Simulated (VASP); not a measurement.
# VO2 in VASP: settings compared, part 2 of 2

VASP 6.6.1. The steps go on from the part before.

### 3 Single point, PBE, collinear spin, ferromagnetic start

The input, INCAR:

```
ALGO = Normal
EDIFF = 1E-6
ENCUT = 520
GGA = PE
ISIF = 2
ISMEAR = 0
ISPIN = 2
LASPH = True
LCHARG = True
LELF = True
LMAXMIX = 4
LORBIT = 11
LREAL = False
LUSENCCL = False
LVHAR = True
LWAVE = False
MAGMOM = 0.92 0.92 0 0 0 0
NBANDS = 38
NELM = 150
PREC = Accurate
SIGMA = 0.1
```

The input, KPOINTS:

```
k-points
0
Gamma
  8 12 8
```

The input, POSCAR:

```
VO2
1.0
    4.5818078734      0.0000000000      0.0726108591
    0.0000000000      2.8383342678      0.0000000000
   -0.0721994408      0.0000000000      4.5843152873
V O
2 4
Direct
    0.0000000000      0.0000000000      0.0000000000
    0.5000000000      0.5000000000      0.5000000000
    0.7998225372      0.5000000000      0.1998138073
    0.2001774628      0.5000000000      0.8001861927
    0.7001915258      0.0000000000      0.6998120000
    0.2998084742      0.0000000000      0.3001880000
```

Potentials or basis: VASP PAW PBE potentials, release 64 (V_sv, O).

Run with:

```
cat potpaw_PBE.64/V_sv/POTCAR potpaw_PBE.64/O/POTCAR > POTCAR
mpirun -np 1 vasp_std > vasp.out
```

OUTCAR:

```text
EDIFF = 1E-6
   ENCUT = 520
   GGA = PE
   ISIF = 2
   ISMEAR = 0
   ISPIN = 2
   LASPH = True
   LORBIT = 11
   LREAL = False
   NELM = 150
   PREC = Accurate

 ion  position               nearest neighbor table
   1  0.000  0.000  0.000-   3 1.92   4 1.92   3 1.92   4 1.92   5 1.94   6 1.94
   2  0.500  0.500  0.500-   5 1.92   6 1.92   5 1.92   6 1.92   3 1.94   4 1.94
   3  0.800  0.500  0.200-   1 1.92   1 1.92   2 1.94
   4  0.200  0.500  0.800-   1 1.92   1 1.92   2 1.94
   5  0.700  0.000  0.700-   2 1.92   2 1.92   1 1.94
   6  0.300  0.000  0.300-   2 1.92   2 1.92   1 1.94

  LATTYP: Found a simple monoclinic cell.
 ALAT       =     4.5823831928
 B/A-ratio  =     0.6194013352
 C/A-ratio  =     1.0005456990
 COS(beta)  =    -0.0000983882

  Lattice vectors:

 A1 = (   4.5818078734,   0.0000000000,   0.0726108591)
 A2 = (   0.0000000000,  -2.8383342678,   0.0000000000)
 A3 = (   0.0721994408,   0.0000000000,  -4.5843152873)

Analysis of symmetry for initial positions (statically):
=====================================================================
 Subroutine PRICEL returns:
 Original cell was already a primitive cell.

 Routine SETGRP: Setting up the symmetry group for a
 simple monoclinic supercell.

 Subroutine GETGRP returns: Found  4 space group operations
 (whereof  4 operations were pure point group operations)
 out of a pool of  4 trial point group operations.

The static configuration has the point symmetry C_2h.

Analysis of symmetry for dynamics (positions and initial velocities):
=====================================================================
 Subroutine PRICEL returns:
 Original cell was already a primitive cell.

 Routine SETGRP: Setting up the symmetry group for a
 simple monoclinic supercell.

 Subroutine GETGRP returns: Found  4 space group operations
 (whereof  4 operations were pure point group operations)
 out of a pool of  4 trial point group operations.

[... 180 lines left out ...]
 k-point     1 :       0.0000    0.0000    0.0000
  band No.  band energies     occupation
      1     -59.9094      1.00000
      2     -59.9007      1.00000
      3     -33.7362      1.00000
      4     -33.7359      1.00000
      5     -33.6591      1.00000
      6     -33.6543      1.00000
[... 949 lines left out ...]
     36      17.7007      0.00000
     37      19.8192      0.00000

 [... further k-points ...]

 spin component 2

 k-point     1 :       0.0000    0.0000    0.0000
  band No.  band energies     occupation
      1     -58.8059      1.00000
      2     -58.7967      1.00000
      3     -32.6446      1.00000
      4     -32.6444      1.00000
      5     -32.5944      1.00000
      6     -32.5751      1.00000
[... 949 lines left out ...]
     36      17.8057      0.00000
     37      19.9599      0.00000

 [... further k-points ...]

 [bands above 37 left out]

------------------------ aborting loop because EDIFF is reached ----------------------------------------

  FORCE on cell =-STRESS in cart. coord.  units (eV):
  Direction    XX          YY          ZZ          XY          YZ          ZX
  --------------------------------------------------------------------------------------
  -------------------------------------------------------------------------------------
  Total        0.2690862      0.4064324      0.2565406      0.0000000      0.0000000     -0.0082033
  in kB        7.2296741     10.9198228      6.8926066      0.0000000      0.0000000     -0.2204025
  external PRESSURE =       8.3473678 kB  Pullay stress =       0.0000000 kB

 VOLUME and BASIS-vectors are now :
 -----------------------------------------------------------------------------
  energy-cutoff  :      520.00
  volume of cell :       59.63
      direct lattice vectors                 reciprocal lattice vectors
     4.581807873  0.000000000  0.072610859     0.218199999 -0.000000000  0.003436482
     0.000000000  2.838334268  0.000000000     0.000000000  0.352319320 -0.000000000
    -0.072199441  0.000000000  4.584315287    -0.003456065  0.000000000  0.218080654

 POSITION                                       TOTAL-FORCE (eV/Angst)
 -----------------------------------------------------------------------------------
      0.00000      0.00000      0.00000         0.000000      0.000000      0.000000
      2.25480      1.41917      2.32846         0.000000      0.000000      0.000000
      3.65021      1.41917      0.97409        -0.023112      0.000000      0.022741
      0.85940      1.41917      3.68284         0.023112     -0.000000     -0.022741
      3.15762      0.00000      3.25900         0.021087     -0.000000      0.022971
      1.35199      0.00000      1.39793        -0.021087      0.000000     -0.022971
 -----------------------------------------------------------------------------------
    total drift:                               -0.000000      0.000000      0.000000

  FREE ENERGIE OF THE ION-ELECTRON SYSTEM (eV)
  ---------------------------------------------------
  free  energy   TOTEN  =       -51.9644348667 eV

  energy  without entropy=      -51.9488179377  energy(sigma->0) =      -51.95662640

 total charge

# of ion       s       p       d       tot
------------------------------------------
    1        2.281   6.333   2.902  11.516
    2        2.281   6.333   2.902  11.516
    3        1.572   3.473   0.000   5.046
    4        1.572   3.473   0.000   5.046
    5        1.572   3.473   0.000   5.046
    6        1.572   3.473   0.000   5.046
--------------------------------------------------
tot         10.851  26.560   5.805  43.216

 magnetization (x)

# of ion       s       p       d       tot
------------------------------------------
    1        0.013   0.012   1.024   1.049
    2        0.013   0.012   1.024   1.049
    3       -0.002  -0.051   0.000  -0.053
    4       -0.002  -0.051   0.000  -0.053
    5       -0.002  -0.051   0.000  -0.053
    6       -0.002  -0.051   0.000  -0.053
--------------------------------------------------
tot          0.018  -0.181   2.048   1.885
```

OSZICAR:

```text
N       E                     dE             d eps       ncg     rms          rms(c)
DAV:   1     0.616772340486E+03    0.61677E+03   -0.26857E+04 36264   0.143E+03
DAV:   2    -0.214385902338E+02   -0.63821E+03   -0.59593E+03 38294   0.459E+02
DAV:   3    -0.682707241778E+02   -0.46832E+02   -0.46170E+02 40878   0.135E+02
DAV:   4    -0.688598765909E+02   -0.58915E+00   -0.58832E+00 40586   0.163E+01
DAV:   5    -0.688647461635E+02   -0.48696E-02   -0.48690E-02 39988   0.156E+00    0.476E+01
DAV:   6    -0.563402578106E+02    0.12524E+02   -0.57975E+01 42152   0.733E+01    0.256E+01
DAV:   7    -0.543762676494E+02    0.19640E+01   -0.37591E+01 36832   0.638E+01    0.227E+01
DAV:   8    -0.522047053341E+02    0.21716E+01   -0.31882E+00 39242   0.173E+01    0.699E+00
DAV:   9    -0.519639555550E+02    0.24075E+00   -0.59038E-01 45474   0.736E+00    0.181E+00
DAV:  10    -0.519799512594E+02   -0.15996E-01   -0.24680E-01 40070   0.308E+00    0.247E+00
DAV:  11    -0.519667488233E+02    0.13202E-01   -0.80200E-02 39794   0.166E+00    0.105E+00
DAV:  12    -0.519669746316E+02   -0.22581E-03   -0.97533E-03 40606   0.628E-01    0.653E-01
DAV:  13    -0.519646180011E+02    0.23566E-02   -0.57730E-03 40812   0.735E-01    0.186E-01
DAV:  14    -0.519644643916E+02    0.15361E-03   -0.56351E-04 40298   0.189E-01    0.813E-02
DAV:  15    -0.519644310051E+02    0.33387E-04   -0.13545E-04 39986   0.774E-02    0.268E-02
DAV:  16    -0.519644353435E+02   -0.43384E-05   -0.10209E-05 39176   0.249E-02    0.179E-02
DAV:  17    -0.519644348667E+02    0.47679E-06   -0.10598E-06 23452   0.977E-03
   1 F= -.51964435E+02 E0= -.51956626E+02  d E =-.156169E-01  mag=     1.9994
```

It took 28 min on 1 × NVIDIA H100 80GB with 1 thread of AMD EPYC 7R13 (Zen 3), shared host; peak memory 1.8 GiB.

Results:

* Free energy: -51.9644 eV
* Pressure: 0.8 GPa
* Largest force: 0.032 eV/Å
* Band gap on the k mesh: zero (filled and empty bands overlap)
* Net moment: 2.00 μB per cell
* Site moments: V +1.05; O -0.05 μB
* Valence electrons inside the program's atomic spheres: V 11.52; O 5.05

Forces on the atoms (eV/Å):
```
V    0.000  0.000  0.000
V    0.000  0.000  0.000
O   -0.023  0.000  0.023
O    0.023  0.000 -0.023
O    0.021  0.000  0.023
O   -0.021  0.000 -0.023
```

Levels at points of the mesh, in eV from the Fermi level:
Spin up:
| k point | band 24 | band 25 | band 26 | band 27 | band 28 | band 29 |
| --- | --- | --- | --- | --- | --- | --- |
| (0.00, 0.00, 0.00) | -1.51 | -1.02 | -0.79 | -0.34 | -0.34 | -0.22 |
| (0.50, 0.00, 0.00) | -2.17 | -0.33 | -0.33 | 0.28 | 0.28 | 0.98 |
| (0.00, 0.50, 0.00) | -3.11 | 0.39 | 0.39 | 0.56 | 0.56 | 1.02 |
| (0.50, 0.50, 0.00) | -2.47 | -0.84 | -0.84 | 0.54 | 0.54 | 1.28 |
| (0.00, 0.00, 0.50) | -2.17 | -0.33 | -0.33 | 0.28 | 0.28 | 0.98 |
| (0.50, 0.00, 0.50) | -2.68 | -0.99 | -0.99 | -0.32 | -0.32 | 1.37 |
| (0.00, 0.50, 0.50) | -2.48 | -0.84 | -0.84 | 0.54 | 0.54 | 1.29 |
| (0.50, 0.50, 0.50) | -2.23 | 0.07 | 0.07 | 0.44 | 0.44 | 0.56 |
Spin down:
```
           k point  band 22  band 23  band 24  band 25  band 26  band 27
(0.00, 0.00, 0.00)    -2.00    -2.00    -1.50     0.19     0.24     0.82
(0.50, 0.00, 0.00)    -3.05    -2.25    -2.25     0.78     0.79     1.48
(0.00, 0.50, 0.00)    -3.86    -3.08    -3.07     1.37     1.37     1.75
(0.50, 0.50, 0.00)    -3.59    -2.58    -2.58     0.33     0.33     1.74
(0.00, 0.00, 0.50)    -3.05    -2.25    -2.25     0.78     0.79     1.48
(0.50, 0.00, 0.50)    -2.79    -2.74    -2.74     0.14     0.14     0.96
(0.00, 0.50, 0.50)    -3.59    -2.58    -2.58     0.33     0.33     1.74
(0.50, 0.50, 0.50)    -2.84    -2.24    -2.24     1.05     1.05     1.47
```

Caveat: semilocal functionals often make such compounds metallic where correlation or magnetic order opens a gap, which also shifts bond lengths. With open d or f shells a metallic result of PBE can be an artefact of self-interaction; +U or a hybrid may open a gap.
